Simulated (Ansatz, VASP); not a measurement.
Two plane-wave programs on FeGe

```xyz
8
Lattice="4.6626 0.0000 0.0000 0.0000 4.6626 0.0000 0.0000 0.0000 4.6626" Properties=species:S:1:pos:R:3 pbc="T T T"
Fe    0.6290    0.6290    0.6290
Fe    1.7023    4.0336    2.9603
Fe    2.9603    1.7023    4.0336
Fe    4.0336    2.9603    1.7023
Ge    3.9248    3.9248    3.9248
Ge    3.0691    0.7378    1.5935
Ge    1.5935    3.0691    0.7378
Ge    0.7378    1.5935    3.0691
```

Alike in both runs: task single point; functional PBE; k mesh 8 × 8 × 8; occupations gaussian, width 0.05 eV; no spin polarisation.

```csv
,VASP,Ansatz
version,VASP 6.6.1,Ansatz 0.2.0
potentials or method,"VASP PAW PBE potentials, release 64 (Fe, Ge_d), cutoff 520 eV","scalar-relativistic, plane waves, PAW"
valence electrons in the cell,88,120
```

|  | VASP | Ansatz | Ansatz less VASP |
| --- | --- | --- | --- |
| gap on the k mesh at the Fermi level (eV) | 0.09 | 0.09 | +0.005 |
| least direct gap on the mesh (eV) | 0.11 | 0.12 | +0.006 |
| pressure (GPa) | -2.9 | -3.0 | -0.17 |
| rms of the force components (eV/Å) | 0.160 | 0.165 | +0.0048 |

Atom by atom the forces differ by 0.011 eV/Å (rms over components). With one functional, cell and mesh, what is left measures potentials, basis and numerics. VASP's potentials hold 88 valence electrons a cell and Ansatz's 120, so a difference there can come from the potentials and not from the codes.
